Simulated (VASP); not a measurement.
# Ga (Fd-3m) in VASP: notebook, part 2 of 2

VASP 6.6.1. The steps go on from the part before.

## 4. Single point, r2SCAN

This run uses another cell than the first one, of 26.45 Å³/atom, 1.030 times its volume.

POSCAR reads:

```
Ga
1.0
    0.0000000000      2.9794245133      2.9794245133
    2.9794245133      0.0000000000      2.9794245133
    2.9794245133      2.9794245133      0.0000000000
Ga
2
Direct
    0.0000000000      0.0000000000      0.0000000000
    0.2500000000      0.2500000000      0.2500000000
```

INCAR.step1 reads:

```
SYSTEM = Ga
ALGO = Normal
EDIFF = 1E-4
ENCUT = 520
GGA = PE
ISMEAR = -1
LASPH = .TRUE.
LCHARG = .FALSE.
LREAL = .FALSE.
LWAVE = .TRUE.
NBANDS = 20
NELM = 60
PREC = Accurate
SIGMA = 0.1
```

INCAR.step2 reads:

```
SYSTEM = Ga
ALGO = Normal
EDIFF = 1E-6
ENCUT = 520
ISIF = 2
ISMEAR = -1
ISTART = 1
LASPH = .TRUE.
LCHARG = .TRUE.
LELF = .TRUE.
LMIXTAU = .TRUE.
LREAL = .FALSE.
LVHAR = .TRUE.
LWAVE = .FALSE.
METAGGA = R2SCAN
NBANDS = 20
NELM = 60
PREC = Accurate
SIGMA = 0.1
```

KPOINTS reads:

```
k-points
0
G
  10 10 10
  0 0 0
```

Potentials or basis: VASP PAW PBE potentials, release 64 (Ga_d).

The run is started by

```sh
$ cat potpaw_PBE.64/Ga_d/POTCAR > POTCAR
$ cp INCAR.step1 INCAR
$ mpirun -np 1 vasp_std > vasp.out
$ cp INCAR.step2 INCAR
$ mpirun -np 1 vasp_std > vasp.out
```

OUTCAR:

```text
SYSTEM = Ga
   EDIFF = 1E-6
   ENCUT = 520
   ISIF = 2
   ISMEAR = -1
   ISTART = 1
   LASPH = .TRUE.
   LREAL = .FALSE.
   METAGGA = R2SCAN
   NELM = 60
   PREC = Accurate

 ion  position               nearest neighbor table
   1  0.000  0.000  0.000-   2 2.58   2 2.58   2 2.58   2 2.58
   2  0.250  0.250  0.250-   1 2.58   1 2.58   1 2.58   1 2.58

  LATTYP: Found a face centered cubic cell.
 ALAT       =     5.9588490266

  Lattice vectors:

 A1 = (   0.0000000000,   2.9794245133,   2.9794245133)
 A2 = (   2.9794245133,   0.0000000000,   2.9794245133)
 A3 = (   2.9794245133,   2.9794245133,   0.0000000000)

Analysis of symmetry for initial positions (statically):
=====================================================================
 Subroutine PRICEL returns:
 Original cell was already a primitive cell.

 Routine SETGRP: Setting up the symmetry group for a
 face centered cubic supercell.

 Subroutine GETGRP returns: Found 48 space group operations
 (whereof 24 operations were pure point group operations)
 out of a pool of 48 trial point group operations.

The static configuration has the point symmetry T_d .
 The point group associated with its full space group is O_h .

Analysis of symmetry for dynamics (positions and initial velocities):
=====================================================================
 Subroutine PRICEL returns:
 Original cell was already a primitive cell.

 Routine SETGRP: Setting up the symmetry group for a
 face centered cubic supercell.

 Subroutine GETGRP returns: Found 48 space group operations
 (whereof 24 operations were pure point group operations)
 out of a pool of 48 trial point group operations.

The dynamic configuration has the point symmetry T_d .
 The point group associated with its full space group is O_h .

 Subroutine INISYM returns: Found 48 space group operations
 (whereof 24 operations are pure point group operations),
 and found     1 'primitive' translations

----------------------------------------------------------------------------------------

                                     Primitive cell

  volume of cell :      52.8965

  direct lattice vectors                    reciprocal lattice vectors
     0.000000000  2.979424513  2.979424513    -0.167817643  0.167817643  0.167817643
     2.979424513  0.000000000  2.979424513     0.167817643 -0.167817643  0.167817643
     2.979424513  2.979424513  0.000000000     0.167817643  0.167817643 -0.167817643

  length of vectors
     4.213542555  4.213542555  4.213542555     0.290668684  0.290668684  0.290668684

  position of ions in fractional coordinates (direct lattice)
     0.000000000  0.000000000  0.000000000
     0.250000000  0.250000000  0.250000000

  ion indices of the primitive-cell ions
   primitive index   ion index
                 1           1
                 2           2

----------------------------------------------------------------------------------------

 KPOINTS: k-points

Automatic generation of k-mesh.
 Grid dimensions read from file:
 generate k-points for:   10   10   10

 Generating k-lattice:

  Cartesian coordinates                     Fractional coordinates (reciprocal lattice)
    -0.016781764  0.016781764  0.016781764     0.100000000  0.000000000  0.000000000
     0.016781764 -0.016781764  0.016781764     0.000000000  0.100000000  0.000000000
     0.016781764  0.016781764 -0.016781764     0.000000000  0.000000000  0.100000000

  Length of vectors
     0.029066868  0.029066868  0.029066868

  Shift w.r.t. Gamma in fractional coordinates (k-lattice)
     0.000000000  0.000000000  0.000000000

 Subroutine IBZKPT returns following result:
 ===========================================

 Found     47 irreducible k-points:

 Following reciprocal coordinates:
            Coordinates               Weight
  0.000000  0.000000  0.000000      1.000000
  0.100000  0.000000  0.000000      8.000000
  0.200000  0.000000  0.000000      8.000000
  0.300000  0.000000  0.000000      8.000000
  0.400000  0.000000  0.000000      8.000000
  0.500000  0.000000  0.000000      4.000000
[... 16 lines left out ...]
  0.300000  0.300000  0.000000      6.000000
  0.400000  0.300000  0.000000     24.000000
 [... further k-points ...]
   k-points           NKPTS =     47   k-points in BZ     NKDIM =     47   number of bands    NBANDS=     20
   number of dos      NEDOS =    301   number of ions     NIONS =      2
   total plane-waves  NPLWV =  32768
   dimension x,y,z NGX =    32 NGY =   32 NGZ =   32
   dimension x,y,z NGXF=    64 NGYF=   64 NGZF=   64
   ions per type =               2
   NGX,Y,Z   is equivalent  to a cutoff of  12.63, 12.63, 12.63 a.u.
   NGXF,Y,Z  is equivalent  to a cutoff of  25.25, 25.25, 25.25 a.u.
 SYSTEM =  Ga
   PREC   = accura    normal or accurate (medium, high low for compatibility)
   ISTART =      1    job   : 0-new  1-cont  2-samecut
   ICHARG =      0    charge: 1-file 2-atom 10-const
   ISPIN  =      1    spin polarized calculation?
   LNONCOLLINEAR =      F non collinear calculations
   LSORBIT =      F    spin-orbit coupling
   LASPH  =      T    aspherical Exc in radial PAW
   ENCUT  =  520.0 eV  38.22 Ry    6.18 a.u.   7.83  7.83  7.83*2*pi/ulx,y,z
   NELM   =     60;   NELMIN=  2; NELMDL=  0     # of ELM steps
   EDIFF  = 0.1E-05   stopping-criterion for ELM
   LREAL  =      F    real-space projection
   EDIFFG = 0.1E-04   stopping-criterion for IOM
   NSW    =      0    number of steps for IOM
   IBRION =     -1    ionic relax: 0-MD 1-quasi-New 2-CG
   NFREE  =      0    steps in history (QN), initial steepest desc. (CG)
   ISIF   =      2    stress and relaxation
   ISYM   =      2    0-nonsym 1-usesym 2-fastsym
   POTIM  = 0.5000    time-step for ionic-motion
   TEBEG  =    0.0;   TEEND  =   0.0 temperature during run
   PSTRESS=    0.0 pullay stress
   NELECT =      26.0000    total number of electrons
   NUPDOWN=      -1.0000    fix difference up-down
   EMIN   =  10.00;   EMAX   =-10.00  energy-range for DOS
   EFERMI =   0.00;   METHOD = LEGACY
   ISMEAR =    -1;   SIGMA  =   0.10  broadening in eV -4-tet -1-fermi 0-gaus
   EFERMI_NEDOS =   21; number of points for ismear=-14 and -15
   IALGO  =     38    algorithm
   IMIX   =      4    mixing-type and parameters
     AMIX     =   0.40;   BMIX     =  1.00
     AMIX_MAG =   1.60;   BMIX_MAG =  1.00
  volume/ion in A,a.u.               =      26.45       178.48
  Fermi-wavevector in a.u.,A,eV,Ry     =   1.291983  2.441494 22.711128  1.669221
  Thomas-Fermi vector in A             =   2.423719
   LORBIT       =      0    0 simple, 1 ext, 2 COOP (PROOUT), +10 PAW based schemes
   METAGGA = R2SCAN    functional components
   LHFCALC =     F    Hartree Fock is set to
   AEXX    =    0.0000 exact exchange contribution
   IVDW    =     0    specifies the selected vdW correction
   LEPSILON=     F    determine dielectric tensor
   LRPA    =     F    only Hartree local field effects (RPA)
 non-spin polarized calculation
  energy-cutoff  :      520.00
  volume of cell :       52.90
 maximum number of plane-waves:      1458
   NGX = 15   NGY = 15   NGZ = 15

 number of electron      26.0000027 magnetization

 Free energy of the ion-electron system (eV)
  ---------------------------------------------------
  ext. energy  EPLUGINS =         0.00000000
  ---------------------------------------------------
  free energy    TOTEN  =       -22.22560766 eV

  energy without entropy =      -22.18438924  energy(sigma->0) =      -22.20499845

 E-fermi :   2.1455     XC(G=0):  -9.9127

 val. band max:        2.0941592157   @ k =   0.4000   0.3000   0.0000
 cond. band min:       2.1466912295   @ k =   0.5000   0.3000   0.1000
 fundamental gap:      0.0525320138
 Fermi energy:         2.1454547048

 k-point     1 :       0.0000    0.0000    0.0000
  band No.  band energies     occupation
      1     -13.0561      2.00000
      2     -13.0561      2.00000
      3     -13.0560      2.00000
      4     -13.0162      2.00000
      5     -13.0162      2.00000
      6     -12.7285      2.00000
[... 12 lines left out ...]
     19      10.3339      0.00000
     20      13.4385      0.00000

 k-point     2 :       0.1000    0.0000    0.0000
  band No.  band energies     occupation
      1     -13.0654      2.00000
      2     -13.0654      2.00000
      3     -13.0543      2.00000
      4     -13.0031      2.00000
      5     -13.0031      2.00000
      6     -12.7344      2.00000
[... 498 lines left out ...]
 k-point    24 :       0.4000    0.3000    0.0000
  band No.  band energies     occupation
      1     -13.0992      2.00000
      2     -13.0873      2.00000
      3     -13.0492      2.00000
      4     -12.9198      2.00000
      5     -12.9106      2.00000
      6     -12.8605      2.00000
[... 12 lines left out ...]
     19      14.2363      0.00000
     20      15.6005      0.00000

 [... further k-points ...]
[... 5 lines left out ...]
  --------------------------------------------------------------------------------------
  -------------------------------------------------------------------------------------
  Total       -1.0655789     -1.0655789     -1.0655789     -0.0000000      0.0000000      0.0000000
  in kB      -32.2752067    -32.2752067    -32.2752067     -0.0000000      0.0000000      0.0000000
  external PRESSURE =     -32.2752067 kB  Pullay stress =       0.0000000 kB

 VOLUME and BASIS-vectors are now :
 -----------------------------------------------------------------------------
  energy-cutoff  :      520.00
  volume of cell :       52.90
      direct lattice vectors                 reciprocal lattice vectors
     0.000000000  2.979424513  2.979424513    -0.167817643  0.167817643  0.167817643
     2.979424513  0.000000000  2.979424513     0.167817643 -0.167817643  0.167817643
     2.979424513  2.979424513  0.000000000     0.167817643  0.167817643 -0.167817643

 POSITION                                       TOTAL-FORCE (eV/Angst)
 -----------------------------------------------------------------------------------
      0.00000      0.00000      0.00000         0.000000      0.000000      0.000000
      1.48971      1.48971      1.48971        -0.000000     -0.000000     -0.000000
 -----------------------------------------------------------------------------------
    total drift:                               -0.000000      0.000000      0.000000

  FREE ENERGIE OF THE ION-ELECTRON SYSTEM (eV)
  ---------------------------------------------------
  free  energy   TOTEN  =       -22.2256076629 eV

  energy  without entropy=      -22.1843892442  energy(sigma->0) =      -22.20499845
```

Wall time 66 s (1 thread of Intel Xeon 6975P-C (Granite Rapids), shared host); peak memory 0.2 GiB.

What came out:

```
Free energy            : -22.2256 eV
Pressure               : -3.2 GPa
Band gap on the k mesh : zero (band 13 reaches 4.87 eV, above the bottom of band 14 at 0.81 eV)
```

Caveat: the PAW data sets were made with another functional, which shifts forces and pressure a little.
